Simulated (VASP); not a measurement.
A run of VASP 6.6.1 is set up as follows.

Contents of INCAR:

```
SYSTEM = Pr
PREC     = Accurate       ! precision mode
ENCUT    = 600            ! plane-wave cutoff, eV
EDIFF    = 1E-6           ! SCF threshold, eV
ISMEAR   = -1             ! smearing method
SIGMA    = 0.05           ! smearing width, eV
LREAL    = .FALSE.        ! projectors in reciprocal space
LASPH    = .TRUE.         ! aspherical terms in the spheres
NELM     = 200            ! most SCF steps
ALGO     = Normal         ! electronic algorithm
ISIF     = 2              ! what is computed and relaxed
LWAVE    = .FALSE.        ! write WAVECAR
LCHARG   = .FALSE.        ! write CHGCAR
ISPIN    = 2              ! spin polarisation
MAGMOM   = 2 2 2 2        ! initial moments
LORBIT   = 11             ! projections on sites
LMAXMIX  = 6              ! l up to which the mixer works
GGA      = CA             ! functional
NBANDS   = 38             ! bands
GGA_COMPAT= .FALSE.
```

The input KPOINTS:

```
Automatic mesh
0
G
  10 10 3
  0 0 0
```

The input POSCAR:

```
Pr
1.0
    3.0358769902      0.0000000000      0.0000000000
   -1.5179384951      2.6291465963      0.0000000000
    0.0000000000      0.0000000000     10.5046136214
Pr
4
Direct
    0.0000000000      1.0000000000      1.0000000000
    0.0000000000      1.0000000000      0.5000000000
    0.3333333333      0.6666666667      0.7500000000
    0.6666666667      0.3333333333      0.2500000000
```

Potentials or basis: VASP PAW PBE potentials, release 64 (Pr).

Run with:

```console
$ cat potpaw_PBE.64/Pr/POTCAR > POTCAR
$ mpirun -np 1 vasp_std > vasp.out
```

(1) What does it give for the site moments?

(2) Predict the net moment.

## Answers

(1) Pr +1.40, +1.28 (each value once) μB.

(2) 5.98 μB per cell.

Caveat: the magnetic or orbital state may not be the lowest.
